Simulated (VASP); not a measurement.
# Mg4Se (Ccce) in VASP: relaxation of cell and atoms with PBE

Aim: the relaxation of cell and atoms of Mg4Se with PBE.

Everything below comes from runs of VASP 6.6.1. Logs are shortened: lines on timing, memory, paths and dates and some standing lists are left out, and cuts for length are marked.

## Step 1: The cell of the first run

The structure is orthorhombic, space group Ccce (No. 68). Conventional cell: a = 6.495 Å, b = 11.332 Å, c = 6.366 Å, α = 90.00°, β = 90.00°, γ = 90.00°. Mg (site symmetry 1) has 2 Se at 2.75 to 2.94 Å and 10 Mg at 2.94 to 3.74 Å within 3.8 Å. Se (site symmetry 222) has 8 Mg at 2.75 to 2.94 Å within 3.6 Å.

The cell was generated, and may not be a known phase.

## Step 2: Relaxation of cell and atoms, PBE

Input file INCAR:

```
SYSTEM = Mg4Se
  PREC = Accurate
  ENCUT = 600
  EDIFF = 1E-6
  ISMEAR = 0
  SIGMA = 0.1
  LREAL = .False.
  LASPH = .True.
  NELM = 100
  ALGO = Normal
  ISIF = 3
  LWAVE = .False.
  LCHARG = .False.
  GGA = PE
  IBRION = 2
  NSW = 100
  EDIFFG = -0.01
```

Input file KPOINTS:

```
regular mesh
0
Gamma
  6 6 6
  0 0 0
```

Input file POSCAR:

```
Mg4Se
1.0
    3.2475896892     -5.6662309770      0.0000000000
    3.2475896892      5.6662309770      0.0000000000
    0.0000000000      0.0000000000      6.3664128729
Mg Se
8 2
Direct
    0.4823151370      0.2157145503      0.8268336782
    0.5176848630      0.7842854497      0.8268336782
    0.9823151370      0.7157145503      0.6731663218
    0.7842854497      0.5176848630      0.1731663218
    0.7157145503      0.9823151370      0.3268336782
    0.2157145503      0.4823151370      0.1731663218
    0.2842854497      0.0176848630      0.3268336782
    0.0176848630      0.2842854497      0.6731663218
    0.0000000000      0.0000000000      0.0000000000
    0.5000000000      0.5000000000      0.5000000000
```

Potentials or basis: VASP PAW PBE potentials, release 64 (Mg, Se).

The run is started by

```
$ cat potpaw_PBE.64/Mg/POTCAR potpaw_PBE.64/Se/POTCAR > POTCAR
$ mpirun -np 1 vasp_std > vasp.out
```

OUTCAR:

```text
SYSTEM = Mg4Se
   PREC = Accurate
   ENCUT = 600
   EDIFF = 1E-6
   ISMEAR = 0
   LREAL = .False.
   LASPH = .True.
   NELM = 100
   ISIF = 3
   GGA = PE
   IBRION = 2
   NSW = 100
   EDIFFG = -0.01

 ion  position               nearest neighbor table
   1  0.482  0.216  0.827-  10 2.75   9 2.94   2 2.94   4 2.95   3 3.39   3 3.39   8 3.43   7 3.43
                             7 3.43   8 3.44   2 3.60
   2  0.518  0.784  0.827-  10 2.75   9 2.94   1 2.94   6 2.95   8 3.39   8 3.39   3 3.43   5 3.43
                             5 3.43   3 3.44   1 3.60
   3  0.982  0.716  0.673-   9 2.75  10 2.94   8 2.94   7 2.95   1 3.39   1 3.39   2 3.43   4 3.43
                             4 3.43   2 3.44   8 3.60
   4  0.784  0.518  0.173-  10 2.75   9 2.94   6 2.94   1 2.95   7 3.39   7 3.39   5 3.43   3 3.43
                             3 3.43   5 3.44   6 3.60
   5  0.716  0.982  0.327-   9 2.75  10 2.94   7 2.94   8 2.95   6 3.39   6 3.39   4 3.43   2 3.43
                             2 3.43   4 3.44   7 3.60
   6  0.216  0.482  0.173-  10 2.75   9 2.94   4 2.94   2 2.95   5 3.39   5 3.39   7 3.43   8 3.43
                             8 3.43   7 3.44   4 3.60
   7  0.284  0.018  0.327-   9 2.75  10 2.94   5 2.94   3 2.95   4 3.39   4 3.39   6 3.43   1 3.43
                             1 3.43   6 3.44   5 3.60
   8  0.018  0.284  0.673-   9 2.75  10 2.94   3 2.94   5 2.95   2 3.39   2 3.39   1 3.43   6 3.43
                             6 3.43   1 3.44   3 3.60
   9  0.000  0.000  0.000-   3 2.75   5 2.75   7 2.75   8 2.75   2 2.94   6 2.94   1 2.94   4 2.94

  10  0.500  0.500  0.500-   1 2.75   2 2.75   4 2.75   6 2.75   5 2.94   3 2.94   7 2.94   8 2.94

  LATTYP: Found a base centered orthorhombic cell.
 ALAT       =     6.4951793784
 B/A-ratio  =     1.7447496511
 C/A-ratio  =     0.9801750655

  Lattice vectors:

 A1 = (   3.2475896892,  -5.6662309770,   0.0000000000)
 A2 = (   3.2475896892,   5.6662309770,   0.0000000000)
 A3 = (   0.0000000000,   0.0000000000,   6.3664128729)

Analysis of symmetry for initial positions (statically):
=====================================================================
 Subroutine PRICEL returns:
 Original cell was already a primitive cell.

 Routine SETGRP: Setting up the symmetry group for a
 base centered orthorhombic supercell.

 Subroutine GETGRP returns: Found  8 space group operations
 (whereof  4 operations were pure point group operations)
 out of a pool of  8 trial point group operations.

The static configuration has the point symmetry D_2 .
 The point group associated with its full space group is D_2h.

Analysis of symmetry for dynamics (positions and initial velocities):
=====================================================================
 Subroutine PRICEL returns:
 Original cell was already a primitive cell.

 Routine SETGRP: Setting up the symmetry group for a
 base centered orthorhombic supercell.

 Subroutine GETGRP returns: Found  8 space group operations
 (whereof  4 operations were pure point group operations)
 out of a pool of  8 trial point group operations.

The dynamic configuration has the point symmetry D_2 .
 The point group associated with its full space group is D_2h.

 Subroutine INISYM returns: Found  8 space group operations
 (whereof  4 operations are pure point group operations),
 and found     1 'primitive' translations

----------------------------------------------------------------------------------------

                                     Primitive cell

  volume of cell :     234.3043

  direct lattice vectors                    reciprocal lattice vectors
     3.247589689 -5.666230977  0.000000000     0.153960336 -0.088242079  0.000000000
     3.247589689  5.666230977  0.000000000     0.153960336  0.088242079  0.000000000
     0.000000000  0.000000000  6.366412873     0.000000000  0.000000000  0.157074324

  length of vectors
     6.530927367  6.530927367  6.366412873     0.177455486  0.177455486  0.157074324

  position of ions in fractional coordinates (direct lattice)
     0.482315137  0.215714550  0.826833678
     0.517684863  0.784285450  0.826833678
     0.982315137  0.715714550  0.673166322
     0.784285450  0.517684863  0.173166322
     0.715714550  0.982315137  0.326833678
     0.215714550  0.482315137  0.173166322
     0.284285450  0.017684863  0.326833678
     0.017684863  0.284285450  0.673166322
     0.000000000  0.000000000  0.000000000
     0.500000000  0.500000000  0.500000000

  ion indices of the primitive-cell ions
   primitive index   ion index
                 1           1
                 2           2
                 3           3
                 4           4
                 5           5
                 6           6
                 7           7
                 8           8
                 9           9
                10          10

----------------------------------------------------------------------------------------

 KPOINTS: regular mesh

Automatic generation of k-mesh.
 Grid dimensions read from file:
 generate k-points for:    6    6    6

 Generating k-lattice:

  Cartesian coordinates                     Fractional coordinates (reciprocal lattice)
     0.025660056 -0.014707013  0.000000000     0.166666667  0.000000000  0.000000000
     0.025660056  0.014707013  0.000000000     0.000000000  0.166666667  0.000000000
     0.000000000  0.000000000  0.026179054     0.000000000  0.000000000  0.166666667

  Length of vectors
     0.029575914  0.029575914  0.026179054

  Shift w.r.t. Gamma in fractional coordinates (k-lattice)
     0.000000000  0.000000000  0.000000000

 Subroutine IBZKPT returns following result:
 ===========================================

 Found     52 irreducible k-points:

 Following reciprocal coordinates:
            Coordinates               Weight
  0.000000  0.000000  0.000000      1.000000
  0.166667 -0.000000  0.000000      4.000000
  0.333333  0.000000  0.000000      4.000000
  0.500000  0.000000  0.000000      2.000000
  0.166667  0.166667  0.000000      2.000000
  0.333333  0.166667  0.000000      4.000000
[... 16 lines left out ...]
  0.333333  0.333333  0.166667      4.000000
  0.500000  0.333333  0.166667      8.000000
 [... further k-points ...]
   k-points           NKPTS =     52   k-points in BZ     NKDIM =     52   number of bands    NBANDS=     20
   number of dos      NEDOS =    301   number of ions     NIONS =     10
   total plane-waves  NPLWV = 157464
   dimension x,y,z NGX =    54 NGY =   54 NGZ =   54
   dimension x,y,z NGXF=   108 NGYF=  108 NGZF=  108
   ions per type =               8   2
   NGX,Y,Z   is equivalent  to a cutoff of  13.75, 13.75, 14.10 a.u.
   NGXF,Y,Z  is equivalent  to a cutoff of  27.49, 27.49, 28.20 a.u.
 SYSTEM =  Mg4Se
   PREC   = accura    normal or accurate (medium, high low for compatibility)
   ISTART =      0    job   : 0-new  1-cont  2-samecut
   ICHARG =      2    charge: 1-file 2-atom 10-const
   ISPIN  =      1    spin polarized calculation?
   LNONCOLLINEAR =      F non collinear calculations
   LSORBIT =      F    spin-orbit coupling
   LASPH  =      T    aspherical Exc in radial PAW
   ENCUT  =  600.0 eV  44.10 Ry    6.64 a.u.  13.04 13.04 12.72*2*pi/ulx,y,z
   NELM   =    100;   NELMIN=  2; NELMDL= -5     # of ELM steps
   EDIFF  = 0.1E-05   stopping-criterion for ELM
   LREAL  =      F    real-space projection
   EDIFFG = -.1E-01   stopping-criterion for IOM
   NSW    =    100    number of steps for IOM
   IBRION =      2    ionic relax: 0-MD 1-quasi-New 2-CG
   NFREE  =      1    steps in history (QN), initial steepest desc. (CG)
   ISIF   =      3    stress and relaxation
   ISYM   =      2    0-nonsym 1-usesym 2-fastsym
   POTIM  = 0.5000    time-step for ionic-motion
   TEBEG  =    0.0;   TEEND  =   0.0 temperature during run
   PSTRESS=    0.0 pullay stress
   NELECT =      28.0000    total number of electrons
   NUPDOWN=      -1.0000    fix difference up-down
   EMIN   =  10.00;   EMAX   =-10.00  energy-range for DOS
   EFERMI =   0.00;   METHOD = LEGACY
   ISMEAR =     0;   SIGMA  =   0.10  broadening in eV -4-tet -1-fermi 0-gaus
   EFERMI_NEDOS =   21; number of points for ismear=-14 and -15
   IALGO  =     38    algorithm
   IMIX   =      4    mixing-type and parameters
     AMIX     =   0.40;   BMIX     =  1.00
     AMIX_MAG =   1.60;   BMIX_MAG =  1.00
  volume/ion in A,a.u.               =      23.43       158.12
  Fermi-wavevector in a.u.,A,eV,Ry     =   0.806370  1.523817  8.846941  0.650232
  Thomas-Fermi vector in A             =   1.914789
   LORBIT       =      0    0 simple, 1 ext, 2 COOP (PROOUT), +10 PAW based schemes
   GGA     = PE    functional components
   LHFCALC =     F    Hartree Fock is set to
   AEXX    =    0.0000 exact exchange contribution
   IVDW    =     0    specifies the selected vdW correction
   LEPSILON=     F    determine dielectric tensor
   LRPA    =     F    only Hartree local field effects (RPA)
 conjugate gradient relaxation of ions
 non-spin polarized calculation
 Gauss-broadening in eV      SIGMA  =   0.10
  energy-cutoff  :      600.00
  volume of cell :      234.30
 maximum number of plane-waves:      7852
 NGX is ok and might be reduce to    54
   NGX = 27   NGY = 27   NGZ = 25

--------------------------------------- Ionic step        1  -------------------------------------------

 number of electron      28.0000001 magnetization

 Free energy of the ion-electron system (eV)
  ---------------------------------------------------
  ext. energy  EPLUGINS =         0.00000000
  ---------------------------------------------------
  free energy    TOTEN  =       -21.47634014 eV

  energy without entropy =      -21.46553028  energy(sigma->0) =      -21.47093521

------------------------ aborting loop because EDIFF is reached ----------------------------------------

  FORCE on cell =-STRESS in cart. coord.  units (eV):
  Direction    XX          YY          ZZ          XY          YZ          ZX
  --------------------------------------------------------------------------------------
  -------------------------------------------------------------------------------------
  Total        0.4301616      1.3279826     -0.1115994      0.0000000      0.0000000      0.0000000
  in kB        2.9414538      9.0807716     -0.7631192      0.0000000      0.0000000      0.0000000
  external PRESSURE =       3.7530354 kB  Pullay stress =       0.0000000 kB
[... 113 lines left out ...]
  FREE ENERGIE OF THE ION-ELECTRON SYSTEM (eV)
  ---------------------------------------------------
  free  energy   TOTEN  =       -21.4941739342 eV

  energy  without entropy=      -21.4824800668  energy(sigma->0) =      -21.48832700

[... ionic steps 4 to 15 ...]

--------------------------------------- Ionic step       16  -------------------------------------------

 number of electron      28.0000001 magnetization

------------------------ aborting loop because EDIFF is reached ----------------------------------------

  FORCE on cell =-STRESS in cart. coord.  units (eV):
  Direction    XX          YY          ZZ          XY          YZ          ZX
  --------------------------------------------------------------------------------------
  -------------------------------------------------------------------------------------
  Total       -0.0452878     -0.0357853     -0.0154646      0.0000000      0.0000000      0.0000000
  in kB       -0.3043419     -0.2404833     -0.1039245      0.0000000      0.0000000      0.0000000
  external PRESSURE =      -0.2162499 kB  Pullay stress =       0.0000000 kB
[... 73 lines left out ...]
  energy  without entropy=      -21.5145460742  energy(sigma->0) =      -21.52200013

--------------------------------------- Ionic step       18  -------------------------------------------

 number of electron      28.0000001 magnetization

 Free energy of the ion-electron system (eV)
  ---------------------------------------------------
  ext. energy  EPLUGINS =         0.00000000
  ---------------------------------------------------
  free energy    TOTEN  =       -21.52972504 eV

  energy without entropy =      -21.51472710  energy(sigma->0) =      -21.52222607

 E-fermi :   3.0496     XC(G=0):  -8.5666

 val. band max:        3.0427600986   @ k =  -0.3333   0.3333   0.3333
 cond. band min:       3.0673575657   @ k =   0.1667  -0.0000   0.3333
 fundamental gap:      0.0245974671
 Fermi energy:         3.0495572254

 k-point     1 :       0.0000    0.0000    0.0000
  band No.  band energies     occupation
      1     -10.9110      2.00000
      2     -10.6269      2.00000
      3      -2.4303      2.00000
      4      -2.1022      2.00000
      5      -2.0057      2.00000
      6      -1.8892      2.00000
[... 12 lines left out ...]
     19       4.3062      0.00000
[... 513 lines left out ...]
      4      -2.4999      2.00000
      5      -1.9766      2.00000
      6      -1.6856      2.00000
[... 12 lines left out ...]
     19       5.2240      0.00000
     20       5.5668      0.00000

 [... further k-points ...]
[... 5 lines left out ...]
  --------------------------------------------------------------------------------------
  -------------------------------------------------------------------------------------
  Total       -0.0460005      0.0363309     -0.0115245      0.0000000      0.0000000      0.0000000
  in kB       -0.3090509      0.2440862     -0.0774261      0.0000000      0.0000000      0.0000000
  external PRESSURE =      -0.0474636 kB  Pullay stress =       0.0000000 kB
[... 25 lines left out ...]
  FREE ENERGIE OF THE ION-ELECTRON SYSTEM (eV)
  ---------------------------------------------------
  free  energy   TOTEN  =       -21.5297250380 eV

  energy  without entropy=      -21.5147270998  energy(sigma->0) =      -21.52222607

 reached required accuracy - stopping structural energy minimisation
```

Run time: 1.6 h. Hardware: 1 thread of Intel Xeon 8259CL, shared host; peak memory 0.62 GiB.

Results:

- Free energy: -21.5297 eV
- Relaxed volume: 23.85 Å³/atom
- Relaxed cell: a = 6.682 Å, b = 6.682 Å, c = 6.267 Å, α = 90.00°, β = 90.00°, γ = 121.55°
- Space group after relaxing (to 0.1 Å): Ccce (No. 68)
- Energy gained by relaxing: 5.3 meV/atom
- Ionic steps: 18
- Pressure after relaxing: 0.0 GPa
- Largest force after relaxing: 0.005 eV/Å
- Band gap on the k mesh: zero (bands 14 and 15 overlap by 0.86 eV)

Forces on the atoms (eV/Å):
```
Mg   0.000  0.001 -0.005
Mg   0.000 -0.001 -0.005
Mg   0.000  0.001  0.005
Mg   0.000  0.001  0.005
Mg   0.000 -0.001 -0.005
Mg   0.000 -0.001  0.005
Mg   0.000  0.001 -0.005
Mg   0.000 -0.001  0.005
Se   0.000  0.000  0.000
Se   0.000  0.000  0.000
```

Step by step:
```
step  energy change (eV)  largest force (eV/Å)  pressure (GPa)  volume (Å³)
   1              0.0000                0.0979            0.38       234.30
   2             -0.0107                0.0946            0.09       236.17
   3             -0.0178                0.0941           -0.36       239.26
   4             -0.0272                0.0867           -0.19       238.23
   5             -0.0361                0.0714            0.35       235.25
   6             -0.0414                0.0539            0.28       235.86
   7             -0.0462                0.0637            0.08       237.68
   8             -0.0465                0.0547            0.11       237.34
   9             -0.0488                0.0450            0.01       238.02
  10             -0.0505                0.0285           -0.22       239.60
  11             -0.0518                0.0231           -0.11       238.87
  12             -0.0520                0.0249           -0.03       238.40
  13             -0.0524                0.0195            0.00       238.21
  14             -0.0527                0.0108            0.07       237.78
  15             -0.0530                0.0123            0.00       238.28
  16             -0.0530                0.0133           -0.02       238.41
  17             -0.0531                0.0111           -0.02       238.43
  18             -0.0534                0.0050            0.00       238.48
```

Final structure:
```yaml
crystal:
  lattice:
    - [3.26269, -5.83179, 0.00000]
    - [3.26269, 5.83179, 0.00000]
    - [0.00000, 0.00000, 6.26665]
  atoms:
    - { symbol: Mg, position: [0.49321, 0.21611, 0.81561] }
    - { symbol: Mg, position: [0.50679, 0.78389, 0.81561] }
    - { symbol: Mg, position: [0.99321, 0.71611, 0.68439] }
    - { symbol: Mg, position: [0.78389, 0.50679, 0.18439] }
    - { symbol: Mg, position: [0.71611, 0.99321, 0.31561] }
    - { symbol: Mg, position: [0.21611, 0.49321, 0.18439] }
    - { symbol: Mg, position: [0.28389, 0.00679, 0.31561] }
    - { symbol: Mg, position: [0.00679, 0.28389, 0.68439] }
    - { symbol: Se, position: [0.00000, 0.00000, 0.00000] }
    - { symbol: Se, position: [0.50000, 0.50000, 0.50000] }
```

Levels at points of the mesh, in eV from the Fermi level:
```
           k point  band 12  band 13  band 14  band 15  band 16  band 17
(0.00, 0.00, 0.00)    -0.96    -0.90    -0.66     0.31     0.56     1.11
(0.50, 0.00, 0.00)    -1.09    -0.66    -0.66     0.76     0.76     1.14
(0.50, 0.50, 0.00)    -1.93    -0.84    -0.75     0.26     0.31     0.77
(0.00, 0.00, 0.50)    -1.24    -1.21    -1.21     0.15     0.15     2.22
(0.50, 0.00, 0.50)    -1.56    -0.37    -0.37     0.86     0.86     1.83
(0.50, 0.50, 0.50)    -1.02    -0.12    -0.12     0.14     0.14     1.87
```

The gap in the log of VASP goes by the Fermi energy; the results here count the filled bands.